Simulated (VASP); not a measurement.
# InP in VASP: single point with PBE

Aim: the single point of InP with PBE.

Program: VASP 6.6.1. These are calculated values, not measurements. Logs are shortened: lines on timing, memory, paths and dates and some standing lists are left out, and cuts for length are marked.

**1. The cell of the first run**

The cell holds a wire or tube with vacuum around it, 4 atoms: a = 11.600 Å, b = 9.300 Å, c = 4.986 Å, α = 90.00°, β = 90.00°, γ = 90.00°.

**2. Single point, PBE, collinear spin**

File INCAR:

```
PREC = Accurate
ENCUT = 520
EDIFF = 1E-6
ISMEAR = 0
SIGMA = 0.05
LREAL = False
LASPH = True
NELM = 150
ALGO = Normal
ISIF = 2
LWAVE = False
LCHARG = False
ISPIN = 2
MAGMOM = 0.5 0.5 0.5 0.5
LORBIT = 11
GGA = PE
NBANDS = 30
```

File KPOINTS:

```
regular mesh
0
Gamma
  1 1 13
```

File POSCAR:

```
InP
1.0
   11.6000000000      0.0000000000      0.0000000000
    0.0000000000      9.3000000000      0.0000000000
    0.0000000000      0.0000000000      4.9862887463
In P
2 2
Direct
    0.3871637245      0.5000000000      0.0000000000
    0.6128362755      0.5000000000      0.5000000000
    0.3871637245      0.5000000000      0.5000000000
    0.6128362755      0.5000000000      0.0000000000
```

Potentials or basis: VASP PAW PBE potentials, release 64 (In_d, P).

Started as:

```bash
> cat potpaw_PBE.64/In_d/POTCAR potpaw_PBE.64/P/POTCAR > POTCAR
> mpirun -np 1 vasp_std > vasp.out
```

OUTCAR:

```text
PREC = Accurate
   ENCUT = 520
   EDIFF = 1E-6
   ISMEAR = 0
   LREAL = False
   LASPH = True
   NELM = 150
   ISIF = 2
   ISPIN = 2
   LORBIT = 11
   GGA = PE

 ion  position               nearest neighbor table
   1  0.387  0.500  0.000-   3 2.49   3 2.49   4 2.62   2 3.62   2 3.62
   2  0.613  0.500  0.500-   4 2.49   4 2.49   3 2.62   1 3.62   1 3.62
   3  0.387  0.500  0.500-   1 2.49   1 2.49   2 2.62
   4  0.613  0.500  0.000-   2 2.49   2 2.49   1 2.62

  LATTYP: Found a simple orthorhombic cell.
 ALAT       =     4.9862887463
 B/A-ratio  =     1.8651146119
 C/A-ratio  =     2.3263795159

  Lattice vectors:

 A1 = (   0.0000000000,   0.0000000000,  -4.9862887463)
 A2 = (   0.0000000000,   9.3000000000,   0.0000000000)
 A3 = (  11.6000000000,   0.0000000000,   0.0000000000)

Analysis of symmetry for initial positions (statically):
=====================================================================
 Subroutine PRICEL returns:
 Original cell was already a primitive cell.

 Routine SETGRP: Setting up the symmetry group for a
 simple orthorhombic supercell.

 Subroutine GETGRP returns: Found  8 space group operations
 (whereof  4 operations were pure point group operations)
 out of a pool of  8 trial point group operations.

The static configuration has the point symmetry C_2v.
 The point group associated with its full space group is D_2h.

Analysis of symmetry for dynamics (positions and initial velocities):
=====================================================================
 Subroutine PRICEL returns:
 Original cell was already a primitive cell.

 Routine SETGRP: Setting up the symmetry group for a
 simple orthorhombic supercell.

 Subroutine GETGRP returns: Found  8 space group operations
 (whereof  4 operations were pure point group operations)
 out of a pool of  8 trial point group operations.

The dynamic configuration has the point symmetry C_2v.
 The point group associated with its full space group is D_2h.

Analysis of structural, dynamic, and magnetic symmetry:
=====================================================================
 Subroutine PRICEL returns:
 Original cell was already a primitive cell.

 Routine SETGRP: Setting up the symmetry group for a
 simple orthorhombic supercell.

 Subroutine GETGRP returns: Found  8 space group operations
 (whereof  4 operations were pure point group operations)
 out of a pool of  8 trial point group operations.

The overall configuration has the point symmetry C_2v.
 The point group associated with its full space group is D_2h.

 Subroutine INISYM returns: Found  8 space group operations
 (whereof  4 operations are pure point group operations),
 and found     1 'primitive' translations

----------------------------------------------------------------------------------------

                                     Primitive cell

  volume of cell :     537.9208

  direct lattice vectors                    reciprocal lattice vectors
    11.600000000  0.000000000  0.000000000     0.086206897  0.000000000  0.000000000
     0.000000000  9.300000000  0.000000000     0.000000000  0.107526882  0.000000000
     0.000000000  0.000000000  4.986288746     0.000000000  0.000000000  0.200549958

  length of vectors
    11.600000000  9.300000000  4.986288746     0.086206897  0.107526882  0.200549958

  position of ions in fractional coordinates (direct lattice)
     0.387163724  0.500000000  0.000000000
     0.612836276  0.500000000  0.500000000
     0.387163724  0.500000000  0.500000000
     0.612836276  0.500000000  0.000000000

  ion indices of the primitive-cell ions
   primitive index   ion index
                 1           1
                 2           2
                 3           3
                 4           4

----------------------------------------------------------------------------------------

 KPOINTS: regular mesh

Automatic generation of k-mesh.
 Grid dimensions read from file:
 generate k-points for:    1    1   13

 Generating k-lattice:

  Cartesian coordinates                     Fractional coordinates (reciprocal lattice)
     0.086206897  0.000000000  0.000000000     1.000000000  0.000000000  0.000000000
     0.000000000  0.107526882  0.000000000     0.000000000  1.000000000  0.000000000
     0.000000000  0.000000000  0.015426920     0.000000000  0.000000000  0.076923077

  Length of vectors
     0.086206897  0.107526882  0.015426920

  Shift w.r.t. Gamma in fractional coordinates (k-lattice)
     0.000000000  0.000000000  0.000000000

 Subroutine IBZKPT returns following result:
 ===========================================

 Found      7 irreducible k-points:

 Following reciprocal coordinates:
            Coordinates               Weight
  0.000000  0.000000  0.000000      1.000000
  0.000000  0.000000  0.076923      2.000000
  0.000000  0.000000  0.153846      2.000000
  0.000000  0.000000  0.230769      2.000000
  0.000000  0.000000  0.307692      2.000000
  0.000000  0.000000  0.384615      2.000000
  0.000000  0.000000  0.461538      2.000000
   k-points           NKPTS =      7   k-points in BZ     NKDIM =      7   number of bands    NBANDS=     30
   number of dos      NEDOS =    301   number of ions     NIONS =      4
   total plane-waves  NPLWV = 252000
   dimension x,y,z NGX =    90 NGY =   70 NGZ =   40
   dimension x,y,z NGXF=   180 NGYF=  140 NGZF=   80
   ions per type =               2   2
   NGX,Y,Z   is equivalent  to a cutoff of  12.90, 12.51, 13.34 a.u.
   NGXF,Y,Z  is equivalent  to a cutoff of  25.80, 25.03, 26.67 a.u.
 SYSTEM =  unknown system
   PREC   = accura    normal or accurate (medium, high low for compatibility)
   ISTART =      0    job   : 0-new  1-cont  2-samecut
   ICHARG =      2    charge: 1-file 2-atom 10-const
   ISPIN  =      2    spin polarized calculation?
   LNONCOLLINEAR =      F non collinear calculations
   LSORBIT =      F    spin-orbit coupling
   LASPH  =      T    aspherical Exc in radial PAW
   ENCUT  =  520.0 eV  38.22 Ry    6.18 a.u.  21.57 17.29  9.27*2*pi/ulx,y,z
   NELM   =    150;   NELMIN=  2; NELMDL= -5     # of ELM steps
   EDIFF  = 0.1E-05   stopping-criterion for ELM
   LREAL  =      F    real-space projection
   EDIFFG = 0.1E-04   stopping-criterion for IOM
   NSW    =      0    number of steps for IOM
   IBRION =     -1    ionic relax: 0-MD 1-quasi-New 2-CG
   NFREE  =      0    steps in history (QN), initial steepest desc. (CG)
   ISIF   =      2    stress and relaxation
   ISYM   =      2    0-nonsym 1-usesym 2-fastsym
   POTIM  = 0.5000    time-step for ionic-motion
   TEBEG  =    0.0;   TEEND  =   0.0 temperature during run
   PSTRESS=    0.0 pullay stress
   NELECT =      36.0000    total number of electrons
   NUPDOWN=      -1.0000    fix difference up-down
   EMIN   =  10.00;   EMAX   =-10.00  energy-range for DOS
   EFERMI =   0.00;   METHOD = LEGACY
   ISMEAR =     0;   SIGMA  =   0.05  broadening in eV -4-tet -1-fermi 0-gaus
   EFERMI_NEDOS =   21; number of points for ismear=-14 and -15
   IALGO  =     38    algorithm
   IMIX   =      4    mixing-type and parameters
     AMIX     =   0.40;   BMIX     =  1.00
     AMIX_MAG =   1.60;   BMIX_MAG =  1.00
  volume/ion in A,a.u.               =     134.48       907.52
  Fermi-wavevector in a.u.,A,eV,Ry     =   0.664665  1.256035  6.010778  0.441780
  Thomas-Fermi vector in A             =   1.738422
   LORBIT       =     11    0 simple, 1 ext, 2 COOP (PROOUT), +10 PAW based schemes
   GGA     = PE    functional components
   LHFCALC =     F    Hartree Fock is set to
   AEXX    =    0.0000 exact exchange contribution
   IVDW    =     0    specifies the selected vdW correction
   LEPSILON=     F    determine dielectric tensor
   LRPA    =     F    only Hartree local field effects (RPA)
 spin polarized calculation
 Gauss-broadening in eV      SIGMA  =   0.05
  energy-cutoff  :      520.00
  volume of cell :      537.92
 maximum number of plane-waves:     14519
 NGX is ok and might be reduce to    90
   NGX = 43   NGY = 35   NGZ = 19

 number of electron      36.0000014 magnetization       0.4615505

 Free energy of the ion-electron system (eV)
  ---------------------------------------------------
  ext. energy  EPLUGINS =         0.00000000
  ---------------------------------------------------
  free energy    TOTEN  =       -13.16657021 eV

  energy without entropy =      -13.16279087  energy(sigma->0) =      -13.16468054

 E-fermi :  -2.9597     XC(G=0):  -2.8934

 val. band max:       -2.9872446141   @ k =   0.0000   0.0000   0.1538
 cond. band min:      -2.9219537650   @ k =   0.0000   0.0000   0.3846
 fundamental gap:      0.0652908490
 Fermi energy:        -2.9596992849

 spin component 1

 k-point     1 :       0.0000    0.0000    0.0000
  band No.  band energies     occupation
      1     -17.5446      1.00000
      2     -17.4591      1.00000
      3     -17.1679      1.00000
      4     -17.1661      1.00000
      5     -17.1576      1.00000
      6     -17.1547      1.00000
[... 220 lines left out ...]
     29       3.3189      0.00000
     30       3.5085      0.00000
 Fermi energy:        -2.9596992849

 spin component 2

 k-point     1 :       0.0000    0.0000    0.0000
  band No.  band energies     occupation
      1     -17.5381      1.00000
      2     -17.4566      1.00000
      3     -17.1715      1.00000
      4     -17.1651      1.00000
      5     -17.1598      1.00000
      6     -17.1573      1.00000
[... 220 lines left out ...]
     29       3.3262      0.00000
     30       3.5723      0.00000

------------------------ aborting loop because EDIFF is reached ----------------------------------------

  FORCE on cell =-STRESS in cart. coord.  units (eV):
  Direction    XX          YY          ZZ          XY          YZ          ZX
  --------------------------------------------------------------------------------------
  -------------------------------------------------------------------------------------
  Total       -0.8307000      0.0306838      2.8879896      0.0000000      0.0000000      0.0000000
  in kB       -2.4742093      0.0913906      8.6017704      0.0000000      0.0000000      0.0000000
  external PRESSURE =       2.0729839 kB  Pullay stress =       0.0000000 kB

 VOLUME and BASIS-vectors are now :
 -----------------------------------------------------------------------------
  energy-cutoff  :      520.00
  volume of cell :      537.92
      direct lattice vectors                 reciprocal lattice vectors
    11.600000000  0.000000000  0.000000000     0.086206897  0.000000000  0.000000000
     0.000000000  9.300000000  0.000000000     0.000000000  0.107526882  0.000000000
     0.000000000  0.000000000  4.986288746     0.000000000  0.000000000  0.200549958

 POSITION                                       TOTAL-FORCE (eV/Angst)
 -----------------------------------------------------------------------------------
      4.49110      4.65000      0.00000         0.200301      0.000000      0.000000
      7.10890      4.65000      2.49314        -0.200301      0.000000      0.000000
      4.49110      4.65000      2.49314         0.090517      0.000000      0.000000
      7.10890      4.65000      0.00000        -0.090517      0.000000      0.000000
 -----------------------------------------------------------------------------------
    total drift:                                0.000000     -0.000000     -0.000000

  FREE ENERGIE OF THE ION-ELECTRON SYSTEM (eV)
  ---------------------------------------------------
  free  energy   TOTEN  =       -13.1665702081 eV

  energy  without entropy=      -13.1627908685  energy(sigma->0) =      -13.16468054

 total charge

# of ion       s       p       d       tot
------------------------------------------
    1        0.936   0.575   9.878  11.390
    2        0.936   0.575   9.878  11.390
    3        1.079   1.388   0.000   2.467
    4        1.079   1.388   0.000   2.467
--------------------------------------------------
tot          4.030   3.926  19.757  27.713

 magnetization (x)

# of ion       s       p       d       tot
------------------------------------------
    1       -0.004  -0.010   0.003  -0.010
    2       -0.004  -0.010   0.003  -0.010
    3        0.003   0.100   0.000   0.103
    4        0.003   0.100   0.000   0.103
--------------------------------------------------
tot         -0.000   0.179   0.007   0.186
```

Run time: 3.5 min. Hardware: 1 thread of Intel Xeon 6975P-C (Granite Rapids), shared host; peak memory 0.79 GiB.

What came out:

```yaml
Free_energy: -13.1666 eV
Largest_force: 0.200 eV/Å
Net_moment: 0.46 μB per cell
Site_moments: In -0.01; P +0.10 μB
Valence_electrons_inside_the_program's_atomic_spheres: In 11.39; P 2.47
```

Forces in eV/Å, atoms in the order of the input:
```
In   0.200  0.000  0.000
In  -0.200  0.000  0.000
P    0.091  0.000  0.000
P   -0.091  0.000  0.000
```

Caveat: spin-orbit coupling is left out, which moves the levels of the heavy elements.
